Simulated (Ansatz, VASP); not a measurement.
Two plane-wave programs on GaP

```
Ga P
1.0
     0.00000    3.05914    2.16281
     3.05914    0.00000    2.16281
     3.05914    3.05914    0.00000
Ga P
1 1
Direct
  0.00000 0.00000 0.00000
  0.75000 0.75000 0.75000
```

Alike in both runs: task single point; functional PBE; k mesh 10 × 10 × 10; occupations gaussian, width 0.05 eV; no spin polarisation.

|  | VASP | Ansatz |
| --- | --- | --- |
| version | VASP 6.6.1 | Ansatz 0.2.0 |
| potentials or method | VASP PAW PBE potentials, release 64 (Ga_d, P), cutoff 520 eV | scalar-relativistic, plane waves, PAW |
| valence electrons in the cell | 18 | 18 |

```tsv
	VASP	Ansatz	Ansatz less VASP
gap on the k mesh at the Fermi level (eV)	none	none	-
pressure (GPa)	-0.8	-0.8	+0.01
traceless stress, the component that is largest in VASP (GPa)	7.47	7.47	+0.001
```

A gap of «none» marks a metal or a gap that the smearing closes. The functional is the same, so the differences come from potentials, cutoffs and numerics.
